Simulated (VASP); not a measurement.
WC:

```xyz
2
Lattice="0.0000 2.1927 2.1927 2.1927 0.0000 2.1927 2.1927 2.1927 0.0000" Properties=species:S:1:pos:R:3 pbc="T T T"
W     0.0000    0.0000    0.0000
C     2.1927    2.1927    2.1927
```

* Program: VASP 6.6.1
* Task: relaxation of cell and atoms
* Functional: PBEsol
* Potentials or basis: VASP PAW PBE potentials, release 64 (W_sv, C_h)
* Cutoff: 910 eV
* k mesh: 10 × 10 × 10
* Occupations: fermi-dirac, width 0.05 eV
* Spin: no spin polarisation
* Hubbard terms: W d U = 8.0 eV

At the start: pressure 6.9 GPa; volume 10.54 Å³/atom.

Question: How do energy, volume and symmetry change on relaxing?

Answer: Over 3 steps the energy falls by 4.2 meV/atom and the volume is 10.74 Å³/atom (+1.9 %); space group Fm-3m (No. 225, to 0.05 Å).

The path:
```tsv
step	energy change (eV)	largest force (eV/Å)	pressure (GPa)	volume (Å³)
1	0.0000	0.0000	6.90	21.08
2	0.0416	0.0000	-15.09	22.50
3	-0.0084	0.0000	-0.13	21.49
```

Final structure:
```cif
data_structure
_symmetry_space_group_name_H-M 'P 1'
_symmetry_Int_Tables_number 1
_cell_length_a 3.1206
_cell_length_b 3.1206
_cell_length_c 3.1206
_cell_angle_alpha 60.000
_cell_angle_beta 60.000
_cell_angle_gamma 60.000
_cell_volume 21.49
loop_
_atom_site_label
_atom_site_type_symbol
_atom_site_fract_x
_atom_site_fract_y
_atom_site_fract_z
_atom_site_occupancy
W1 W 0.00000 0.00000 0.00000 1
C1 C 0.50000 0.50000 0.50000 1
```

Caveat: the cutoff is under 1.25 times the usual one of these potentials, so pressure, stress and relaxed cells hold a basis-set (Pulay) error; the PAW data sets were made with another functional, which shifts forces and pressure a little; the U is typed as a test and isn't derived for this compound.
